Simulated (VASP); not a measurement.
# AlNi3 (Fm-3m) in VASP: notebook

Aim: see how the results for AlNi3 move with the level of theory and the settings. Levels: PBEsol, PBE, LDA. Tasks: single point, relaxation of cell and atoms.

Everything below comes from runs of VASP 6.6.1. Logs are shortened: lines on timing, memory, paths and dates and some standing lists are left out, and cuts for length are marked.

### 1 The cell of the first run

It takes space group Fm-3m (No. 225, cubic). Conventional cell: a = 5.597 Å, b = 5.597 Å, c = 5.597 Å, α = 90.00°, β = 90.00°, γ = 90.00°. Al (site symmetry m-3m) has 14 Ni at 2.42 to 2.80 Å within 3.2 Å. Ni (site symmetry -43m) has 4 Al at 2.42 Å and 10 Ni at 2.42 to 2.80 Å within 3.2 Å. Within 3.2 Å of Ni (site symmetry m-3m) lie 8 Ni at 2.42 Å and 6 Al at 2.80 Å.

### 2 Single point, PBEsol

The input, INCAR:

```
ALGO     = Normal         # electronic algorithm
EDIFF    = 1E-7           # SCF threshold, eV
ENCUT    = 520            # plane-wave cutoff, eV
GGA      = PS             # functional
ISIF     = 2              # what is computed and relaxed
ISMEAR   = 0              # smearing method
LASPH    = T              # aspherical terms in the spheres
LCHARG   = F              # write CHGCAR
LREAL    = F              # projectors in reciprocal space
LWAVE    = F              # write WAVECAR
NBANDS   = 24             # bands
NELM     = 100            # most SCF steps
PREC     = Accurate       # precision mode
SIGMA    = 0.1            # smearing width, eV
```

The input, KPOINTS:

```
k-points
0
Gamma
  14 14 14
```

The input, POSCAR:

```
AlNi3
1.0
    0.0000000000      2.7984078493      2.7984078493
    2.7984078493      0.0000000000      2.7984078493
    2.7984078493      2.7984078493      0.0000000000
Al Ni
1 3
Direct
    0.5000000000      0.5000000000      0.5000000000
    0.2500000000      0.2500000000      0.2500000000
    0.0000000000      0.0000000000      0.0000000000
    0.7500000000      0.7500000000      0.7500000000
```

Potentials or basis: VASP PAW PBE potentials, release 64 (Al, Ni).

Started as:

```sh
> cat potpaw_PBE.64/Al/POTCAR potpaw_PBE.64/Ni/POTCAR > POTCAR
> mpirun -np 1 vasp_std > vasp.out
```

OUTCAR:

```text
EDIFF = 1E-7
   ENCUT = 520
   GGA = PS
   ISIF = 2
   ISMEAR = 0
   LASPH = T
   LREAL = F
   NELM = 100
   PREC = Accurate

 ion  position               nearest neighbor table
   1  0.500  0.500  0.500-   2 2.42   2 2.42   2 2.42   2 2.42   4 2.42   4 2.42   4 2.42   4 2.42
                             3 2.80   3 2.80   3 2.80   3 2.80   3 2.80   3 2.80
   2  0.250  0.250  0.250-   3 2.42   3 2.42   3 2.42   1 2.42   3 2.42   1 2.42   1 2.42   1 2.42
                             4 2.80   4 2.80   4 2.80   4 2.80   4 2.80   4 2.80
   3  0.000  0.000  0.000-   4 2.42   4 2.42   4 2.42   2 2.42   4 2.42   2 2.42   2 2.42   2 2.42
                             1 2.80   1 2.80   1 2.80   1 2.80   1 2.80   1 2.80
   4  0.750  0.750  0.750-   1 2.42   1 2.42   1 2.42   1 2.42   3 2.42   3 2.42   3 2.42   3 2.42
                             2 2.80   2 2.80   2 2.80   2 2.80   2 2.80   2 2.80

  LATTYP: Found a face centered cubic cell.
 ALAT       =     5.5968156986

  Lattice vectors:

 A1 = (   0.0000000000,   2.7984078493,   2.7984078493)
 A2 = (   2.7984078493,   0.0000000000,   2.7984078493)
 A3 = (   2.7984078493,   2.7984078493,   0.0000000000)

Analysis of symmetry for initial positions (statically):
=====================================================================
 Subroutine PRICEL returns:
 Original cell was already a primitive cell.

 Routine SETGRP: Setting up the symmetry group for a
 face centered cubic supercell.

 Subroutine GETGRP returns: Found 48 space group operations
 (whereof 48 operations were pure point group operations)
 out of a pool of 48 trial point group operations.

The static configuration has the point symmetry O_h .

Analysis of symmetry for dynamics (positions and initial velocities):
=====================================================================
 Subroutine PRICEL returns:
 Original cell was already a primitive cell.

 Routine SETGRP: Setting up the symmetry group for a
 face centered cubic supercell.

 Subroutine GETGRP returns: Found 48 space group operations
 (whereof 48 operations were pure point group operations)
 out of a pool of 48 trial point group operations.

The dynamic configuration has the point symmetry O_h .

 Subroutine INISYM returns: Found 48 space group operations
 (whereof 48 operations are pure point group operations),
 and found     1 'primitive' translations

----------------------------------------------------------------------------------------

                                     Primitive cell

  volume of cell :      43.8291

  direct lattice vectors                    reciprocal lattice vectors
     0.000000000  2.798407849  2.798407849    -0.178673027  0.178673027  0.178673027
     2.798407849  0.000000000  2.798407849     0.178673027 -0.178673027  0.178673027
     2.798407849  2.798407849  0.000000000     0.178673027  0.178673027 -0.178673027

  length of vectors
     3.957546334  3.957546334  3.957546334     0.309470760  0.309470760  0.309470760

  position of ions in fractional coordinates (direct lattice)
     0.500000000  0.500000000  0.500000000
     0.250000000  0.250000000  0.250000000
     0.000000000  0.000000000  0.000000000
     0.750000000  0.750000000  0.750000000

  ion indices of the primitive-cell ions
   primitive index   ion index
                 1           1
                 2           2
                 3           3
                 4           4

----------------------------------------------------------------------------------------

 KPOINTS: k-points

Automatic generation of k-mesh.
 Grid dimensions read from file:
 generate k-points for:   14   14   14

 Generating k-lattice:

  Cartesian coordinates                     Fractional coordinates (reciprocal lattice)
    -0.012762359  0.012762359  0.012762359     0.071428571  0.000000000  0.000000000
     0.012762359 -0.012762359  0.012762359     0.000000000  0.071428571  0.000000000
     0.012762359  0.012762359 -0.012762359     0.000000000  0.000000000  0.071428571

  Length of vectors
     0.022105054  0.022105054  0.022105054

  Shift w.r.t. Gamma in fractional coordinates (k-lattice)
     0.000000000  0.000000000  0.000000000

 Subroutine IBZKPT returns following result:
 ===========================================

 Found    104 irreducible k-points:

 Following reciprocal coordinates:
            Coordinates               Weight
  0.000000  0.000000  0.000000      1.000000
  0.071429  0.000000  0.000000      8.000000
  0.142857  0.000000  0.000000      8.000000
  0.214286  0.000000  0.000000      8.000000
  0.285714  0.000000  0.000000      8.000000
  0.357143  0.000000  0.000000      8.000000
[... 16 lines left out ...]
  0.214286  0.142857  0.000000     24.000000
  0.285714  0.142857  0.000000     24.000000
 [... further k-points ...]
   k-points           NKPTS =    104   k-points in BZ     NKDIM =    104   number of bands    NBANDS=     24
   number of dos      NEDOS =    301   number of ions     NIONS =      4
   total plane-waves  NPLWV =  27000
   dimension x,y,z NGX =    30 NGY =   30 NGZ =   30
   dimension x,y,z NGXF=    60 NGYF=   60 NGZF=   60
   ions per type =               1   3
   NGX,Y,Z   is equivalent  to a cutoff of  12.60, 12.60, 12.60 a.u.
   NGXF,Y,Z  is equivalent  to a cutoff of  25.20, 25.20, 25.20 a.u.
 SYSTEM =  unknown system
   PREC   = accura    normal or accurate (medium, high low for compatibility)
   ISTART =      0    job   : 0-new  1-cont  2-samecut
   ICHARG =      2    charge: 1-file 2-atom 10-const
   ISPIN  =      1    spin polarized calculation?
   LNONCOLLINEAR =      F non collinear calculations
   LSORBIT =      F    spin-orbit coupling
   LASPH  =      T    aspherical Exc in radial PAW
   ENCUT  =  520.0 eV  38.22 Ry    6.18 a.u.   7.36  7.36  7.36*2*pi/ulx,y,z
   NELM   =    100;   NELMIN=  2; NELMDL= -5     # of ELM steps
   EDIFF  = 0.1E-06   stopping-criterion for ELM
   LREAL  =      F    real-space projection
   EDIFFG = 0.1E-05   stopping-criterion for IOM
   NSW    =      0    number of steps for IOM
   IBRION =     -1    ionic relax: 0-MD 1-quasi-New 2-CG
   NFREE  =      0    steps in history (QN), initial steepest desc. (CG)
   ISIF   =      2    stress and relaxation
   ISYM   =      2    0-nonsym 1-usesym 2-fastsym
   POTIM  = 0.5000    time-step for ionic-motion
   TEBEG  =    0.0;   TEEND  =   0.0 temperature during run
   PSTRESS=    0.0 pullay stress
   NELECT =      33.0000    total number of electrons
   NUPDOWN=      -1.0000    fix difference up-down
   EMIN   =  10.00;   EMAX   =-10.00  energy-range for DOS
   EFERMI =   0.00;   METHOD = LEGACY
   ISMEAR =     0;   SIGMA  =   0.10  broadening in eV -4-tet -1-fermi 0-gaus
   EFERMI_NEDOS =   21; number of points for ismear=-14 and -15
   IALGO  =     38    algorithm
   IMIX   =      4    mixing-type and parameters
     AMIX     =   0.40;   BMIX     =  1.00
     AMIX_MAG =   1.60;   BMIX_MAG =  1.00
  volume/ion in A,a.u.               =      10.96        73.94
  Fermi-wavevector in a.u.,A,eV,Ry     =   1.489333  2.814431 30.179255  2.218113
  Thomas-Fermi vector in A             =   2.602255
   LORBIT       =      0    0 simple, 1 ext, 2 COOP (PROOUT), +10 PAW based schemes
   GGA     = PS    functional components
   LHFCALC =     F    Hartree Fock is set to
   AEXX    =    0.0000 exact exchange contribution
   IVDW    =     0    specifies the selected vdW correction
   LEPSILON=     F    determine dielectric tensor
   LRPA    =     F    only Hartree local field effects (RPA)
 non-spin polarized calculation
 Gauss-broadening in eV      SIGMA  =   0.10
  energy-cutoff  :      520.00
  volume of cell :       43.83
 maximum number of plane-waves:      1243
 NGX is ok and might be reduce to    30
   NGX = 15   NGY = 15   NGZ = 15

 number of electron      33.0000020 magnetization

 Free energy of the ion-electron system (eV)
  ---------------------------------------------------
  ext. energy  EPLUGINS =         0.00000000
  ---------------------------------------------------
  free energy    TOTEN  =       -24.07683008 eV

  energy without entropy =      -24.06373383  energy(sigma->0) =      -24.07028196

 E-fermi :   9.8554     XC(G=0): -12.9834

 val. band max:        9.8514874775   @ k =  -0.2857   0.5000   0.2143
 cond. band min:       9.8700707090   @ k =  -0.4286   0.4286   0.0714
 fundamental gap:      0.0185832315
 Fermi energy:         9.8553576916

 k-point     1 :       0.0000    0.0000    0.0000
  band No.  band energies     occupation
      1      -0.3782      2.00000
      2       6.2259      2.00000
      3       6.2259      2.00000
      4       6.3542      2.00000
      5       6.3542      2.00000
      6       6.3542      2.00000
[... 16 lines left out ...]
     23      17.0753      0.00000
     24      18.5741      0.00000

 k-point     2 :       0.0714    0.0000    0.0000
  band No.  band energies     occupation
      1      -0.3019      2.00000
      2       6.1895      2.00000
      3       6.1895      2.00000
      4       6.3127      2.00000
      5       6.4318      2.00000
      6       6.4318      2.00000
[... 16 lines left out ...]
     23      17.4441      0.00000
     24      18.3767      0.00000

 k-point     3 :       0.1429    0.0000    0.0000
  band No.  band energies     occupation
      1      -0.0745      2.00000
      2       6.1596      2.00000
      3       6.1596      2.00000
      4       6.1872      2.00000
      5       6.5798      2.00000
      6       6.5798      2.00000
[... 16 lines left out ...]
     23      17.8742      0.00000
     24      18.1936      0.00000
[... 514 lines left out ...]
 k-point    23 :       0.2143    0.1429    0.0000
  band No.  band energies     occupation
      1       0.2993      2.00000
      2       5.6982      2.00000
      3       6.4099      2.00000
      4       6.4424      2.00000
      5       6.6341      2.00000
      6       6.6793      2.00000
[... 16 lines left out ...]
     23      17.6296      0.00000
     24      19.5049      0.00000

 k-point    24 :       0.2857    0.1429    0.0000
  band No.  band energies     occupation
      1       0.7143      2.00000
      2       5.5313      2.00000
      3       6.3215      2.00000
      4       6.4381      2.00000
      5       6.7968      2.00000
      6       6.8023      2.00000
[... 16 lines left out ...]
     23      17.6084      0.00000
     24      19.6179      0.00000

 [... further k-points ...]

------------------------ aborting loop because EDIFF is reached ----------------------------------------

  FORCE on cell =-STRESS in cart. coord.  units (eV):
  Direction    XX          YY          ZZ          XY          YZ          ZX
  --------------------------------------------------------------------------------------
  -------------------------------------------------------------------------------------
  Total        0.0210616      0.0210616      0.0210616      0.0000000      0.0000000     -0.0000000
  in kB        0.7699078      0.7699078      0.7699078      0.0000000      0.0000000     -0.0000000
  external PRESSURE =       0.7699078 kB  Pullay stress =       0.0000000 kB

 VOLUME and BASIS-vectors are now :
 -----------------------------------------------------------------------------
  energy-cutoff  :      520.00
  volume of cell :       43.83
      direct lattice vectors                 reciprocal lattice vectors
     0.000000000  2.798407849  2.798407849    -0.178673027  0.178673027  0.178673027
     2.798407849  0.000000000  2.798407849     0.178673027 -0.178673027  0.178673027
     2.798407849  2.798407849  0.000000000     0.178673027  0.178673027 -0.178673027

 POSITION                                       TOTAL-FORCE (eV/Angst)
 -----------------------------------------------------------------------------------
      2.79841      2.79841      2.79841        -0.000000     -0.000000      0.000000
      1.39920      1.39920      1.39920        -0.000000     -0.000000     -0.000000
      0.00000      0.00000      0.00000        -0.000000     -0.000000      0.000000
      4.19761      4.19761      4.19761         0.000000      0.000000      0.000000
 -----------------------------------------------------------------------------------
    total drift:                                0.000000     -0.000000      0.000000

  FREE ENERGIE OF THE ION-ELECTRON SYSTEM (eV)
  ---------------------------------------------------
  free  energy   TOTEN  =       -24.0768300825 eV

  energy  without entropy=      -24.0637338276  energy(sigma->0) =      -24.07028196
```

Run time: 2.3 min. Hardware: 1 thread of Intel Xeon Platinum 8124M at 3.00GHz (Skylake/Cascade Lake), shared host; peak memory 0.24 GiB.

Results:

```yaml
Free_energy: -24.0768 eV
Pressure: 0.1 GPa
```

Caveat: the PAW data sets were made with another functional, which shifts forces and pressure a little.

### 3 Single point, PBEsol

This run uses another cell than the first one, of 11.00 Å³/atom, 1.004 times its volume.

The input, INCAR:

```
SYSTEM = AlNi3
PREC     = Accurate       ! precision mode
ENCUT    = 520            ! plane-wave cutoff, eV
EDIFF    = 1E-7           ! SCF threshold, eV
ISMEAR   = 0              ! smearing method
SIGMA    = 0.1            ! smearing width, eV
LREAL    = .False.        ! projectors in reciprocal space
LASPH    = .True.         ! aspherical terms in the spheres
NELM     = 80             ! most SCF steps
ALGO     = Fast           ! electronic algorithm
ISIF     = 2              ! what is computed and relaxed
LWAVE    = .False.        ! write WAVECAR
LCHARG   = .False.        ! write CHGCAR
GGA      = PS             ! functional
NBANDS   = 24             ! bands
```

The input, KPOINTS:

```
Automatic mesh
0
Gamma
  14 14 14
  0 0 0
```

The input, POSCAR:

```
AlNi3
1.0
    0.0000000000      2.8018887551      2.8018887551
    2.8018887551      0.0000000000      2.8018887551
    2.8018887551      2.8018887551      0.0000000000
Al Ni
1 3
Direct
    0.5000000000      0.5000000000      0.5000000000
    0.2500000000      0.2500000000      0.2500000000
    0.0000000000      0.0000000000      0.0000000000
    0.7500000000      0.7500000000      0.7500000000
```

Potentials or basis: VASP PAW PBE potentials, release 64 (Al, Ni).

Started as:

```sh
> cat potpaw_PBE.64/Al/POTCAR potpaw_PBE.64/Ni/POTCAR > POTCAR
> mpirun -np 1 vasp_std > vasp.out
```

It took 2.8 min on 1 thread of Intel Xeon Platinum 8124M at 3.00GHz (Skylake/Cascade Lake), shared host; peak memory 0.23 GiB.

The run converged. Its results:

```yaml
Free_energy: -24.0765 eV
Pressure: -0.6 GPa
```

Levels at points of the mesh, in eV from the Fermi level:
| k point | band 14 | band 15 | band 16 | band 17 | band 18 | band 19 |
| --- | --- | --- | --- | --- | --- | --- |
| (0.00, 0.00, 0.00) | -0.56 | -0.51 | -0.51 | 5.44 | 5.44 | 5.44 |
| (0.50, 0.00, 0.00) | -0.64 | -0.47 | -0.47 | -0.15 | 4.33 | 4.33 |
| (0.50, 0.50, 0.00) | -0.75 | -0.59 | -0.36 | -0.35 | -0.35 | -0.04 |

Caveat: the PAW data sets were made with another functional, which shifts forces and pressure a little. Spin polarisation is off, so any magnetic state and its effect on volume and gap are missing.

(Continued in part 2 of 2.)
